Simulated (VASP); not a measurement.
Set up this calculation in VASP 6.6.1, as the native input.

```
Task                   : relaxation of cell and atoms
Functional             : PBE
Potentials or basis    : VASP PAW PBE potentials, release 64 (As)
Cutoff                 : 600 eV
k mesh                 : 9 × 9 × 9
Occupations            : fermi-dirac, width 0.05 eV
Spin                   : no spin polarisation
Target pressure        : 20 GPa
Dipole correction      : no
Further INCAR settings : ALGO = Normal; EDIFF = 1e-07; IBRION = 2; EDIFFG = -0.01; NSW = 60; ISIF = 3
```

The structure of As lies in POSCAR:

```
As
1.0
    1.8807968987      1.0858785957      3.5140619945
   -1.8807968987      1.0858785957      3.5140619945
    0.0000000000     -2.1717571915      3.5140619945
As
2
Direct
    0.2260000000      0.2260000000      0.2260000000
    0.7740000000      0.7740000000      0.7740000000
```

The input as run:

INCAR

```
PREC = Accurate
ENCUT = 600
EDIFF = 1E-7
ISMEAR = -1
SIGMA = 0.05
LREAL = F
LASPH = T
NELM = 60
ALGO = Normal
ISIF = 3
LWAVE = F
LCHARG = F
GGA = PE
IBRION = 2
NSW = 60
EDIFFG = -0.01
PSTRESS = 200.0
```

KPOINTS

```
Automatic mesh
0
Gamma
  9 9 9
```

Potentials or basis: VASP PAW PBE potentials, release 64 (As).

The run is started by

```sh
$ cat potpaw_PBE.64/As/POTCAR > POTCAR
$ mpirun -np 1 vasp_std > vasp.out
```

Results of the run:

| Quantity | Value |
| --- | --- |
| Relaxed volume | 17.50 Å³/atom |
| Relaxed cell | a = 3.701 Å, b = 3.701 Å, c = 3.701 Å, α = 58.96°, β = 58.96°, γ = 58.96° |
| Space group after relaxing (to 0.05 Å) | R-3m (No. 166) |
| Energy change on relaxing (the enthalpy is what falls) | +221.9 meV/atom |
| Ionic steps | 15 |
| Pressure after relaxing | 20.0 GPa |
| Band gap on the k mesh | zero (band 5 reaches 8.20 eV, above the bottom of band 6 at 7.41 eV) |

Caveat: the cell is relaxed towards a set pressure, so the enthalpy falls and the energy may rise; the volume moved by over 15 % at a fixed basis, so the end points are rough.

Wall time 4.8 min on 1 thread of Intel(R) Xeon(R) Platinum 8488C (Sapphire Rapids), on a shared host, peak memory 0.23 GiB.
